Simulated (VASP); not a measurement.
Wanted: the native input for a VASP 6.6.1 run.

```yaml
Task: single point
Functional: PBE
Potentials_or_basis: VASP PAW PBE potentials, release 64 (Ti_sv, Ru_pv, C)
Cutoff: 520 eV
k_mesh: 6 × 6 × 6
Occupations: gaussian, width 0.2 eV
Spin: no spin polarisation
Dipole_correction: no
Further_INCAR_settings: ALGO = Normal; EDIFF = 1e-06; NBANDS = 34
```

The structure of Ti2RuC3 lies in POSCAR:

```
Ti2RuC3
1.0
   -1.5444637458      2.1698960951      4.4881993694
    1.5444637458     -2.1698960951      4.4881993694
    1.5444637458      2.1698960951     -4.4881993694
Ti Ru C
2 1 3
Direct
    0.3321087138      0.3321087138      0.0000000000
    0.6678912862      0.6678912862      0.0000000000
    0.0000000000      0.0000000000      0.0000000000
    0.1690888807      0.6690888807      0.5000000000
    0.8309111193      0.3309111193      0.5000000000
    0.5000000000      0.0000000000      0.5000000000
```

One way to write it, as run:

INCAR

```
SYSTEM = Ti2RuC3
PREC = Accurate
ENCUT = 520
EDIFF = 1E-6
ISMEAR = 0
SIGMA = 0.2
LREAL = .False.
LASPH = .True.
NELM = 60
ALGO = Normal
ISIF = 2
LWAVE = .False.
LCHARG = .False.
GGA = PE
NBANDS = 34
```

KPOINTS

```
Automatic mesh
0
Gamma
  6 6 6
  0 0 0
```

Potentials or basis: VASP PAW PBE potentials, release 64 (Ti_sv, Ru_pv, C).

Launch:

```console
$ cat potpaw_PBE.64/Ti_sv/POTCAR potpaw_PBE.64/Ru_pv/POTCAR potpaw_PBE.64/C/POTCAR > POTCAR
$ mpirun -np 1 vasp_std > vasp.out
```

It gave:

The pressure is -0.2 GPa. The largest force is 0.041 eV/Å. The band gap on the k mesh is zero (bands 25 and 26 overlap by 0.73 eV).

It took 4 min on 1 thread of Intel Xeon 8259CL (shared host), peak memory 0.29 GiB.
